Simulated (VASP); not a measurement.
Write the native input for VASP 6.6.1 that does the following.

| Quantity | Value |
| --- | --- |
| Task | single point |
| Functional | PBE |
| Dispersion | D3(BJ) |
| Potentials or basis | VASP PAW PBE potentials, release 64 (Se, In_d) |
| Cutoff | 520 eV |
| k mesh | 9 × 9 × 1 |
| Occupations | gaussian, width 0.05 eV |
| Spin | no spin polarisation |
| Dipole correction | yes |
| Further INCAR settings | ALGO = Normal; EDIFF = 1e-06; NBANDS = 48 |

The structure of InSe lies in POSCAR:

```
InSe
1.0
    4.0266103653      0.0000000000      0.0000000000
   -2.0133051827      3.4871468675      0.0000000000
    0.0000000000      0.0000000000     28.2707107737
Se In
4 4
Direct
    0.0000000000      0.0000000000      0.1591753400
    0.0000000000      0.0000000000      0.3496677344
    0.1111111111      0.2222222222      0.4667500401
    0.1111111111      0.2222222222      0.6572424345
    0.6666666667      0.3333333333      0.2049979902
    0.6666666667      0.3333333333      0.3038451596
   -0.5555555556     -0.1111111111      0.5125726903
   -0.5555555556     -0.1111111111      0.6114198596
```

This cell differs from its parent crystal: layers slid over each other.

One way to write it, as run:

INCAR

```
PREC = Accurate
ENCUT = 520
EDIFF = 1E-6
ISMEAR = 0
SIGMA = 0.05
LREAL = F
LASPH = T
NELM = 60
ALGO = Normal
ISIF = 2
LWAVE = F
LCHARG = F
LDIPOL = T
IDIPOL = 3
DIPOL = 0.5 0.5 0.408
GGA = PE
IVDW = 12
NBANDS = 48
```

KPOINTS

```
regular mesh
0
Gamma
  9 9 1
```

Potentials or basis: VASP PAW PBE potentials, release 64 (Se, In_d).

Launch:

```console
$ cat potpaw_PBE.64/Se/POTCAR potpaw_PBE.64/In_d/POTCAR > POTCAR
$ mpirun -np 1 vasp_std > vasp.out
```

Results of the run:

```json
{
 "Largest force": "0.137 eV/Å",
 "Band gap on the k mesh": "1.03 eV (least direct gap 1.10 eV)",
 "Dispersion energy per atom": "-0.253 eV"
}
```

Caveat: the cell differs from its parent crystal (layers slid over each other); spin-orbit coupling is left out, which moves the levels of the heavy elements.

It took 17 min on 1 thread of Intel Xeon 8259CL, with other jobs on the host, peak memory 0.67 GiB.
